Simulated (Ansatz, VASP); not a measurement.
Ti: VASP beside Ansatz

```xyz
2
Lattice="-1.8957 1.8957 1.0945 1.8957 -1.8957 1.0945 1.8957 1.8957 -1.0945" Properties=species:S:1:pos:R:3 pbc="T T T"
Ti    0.0000   -0.9478   -0.2736
Ti    0.0000    0.9478    0.2736
```

Change from the starting cell: volume scaled by 0.45, PAW files.

Alike in both runs: task single point; functional PBE; k mesh 15 × 15 × 15; occupations fermi-dirac, width 0.1 eV; no spin polarisation.

```csv
,VASP,Ansatz
version,VASP 6.6.1,Ansatz 0.2.0
potentials or method,"VASP PAW PBE potentials, release 64 (Ti_sv)","PAW with Ansatz's default frozen-core files, scalar-relativistic"
plane-wave cutoff (eV),520,420
valence electrons in the cell,24,24
```

```tsv
	VASP	Ansatz	Ansatz less VASP
pressure (GPa)	307.1	296.2	-10.94
traceless stress, the component that is largest in VASP (GPa)	-7.36	0.30	+7.652
```

Both programs put the cell under a high pressure, so it lies far from rest at this level.

Noted on VASP's run: the cell as given lies far from equilibrium.
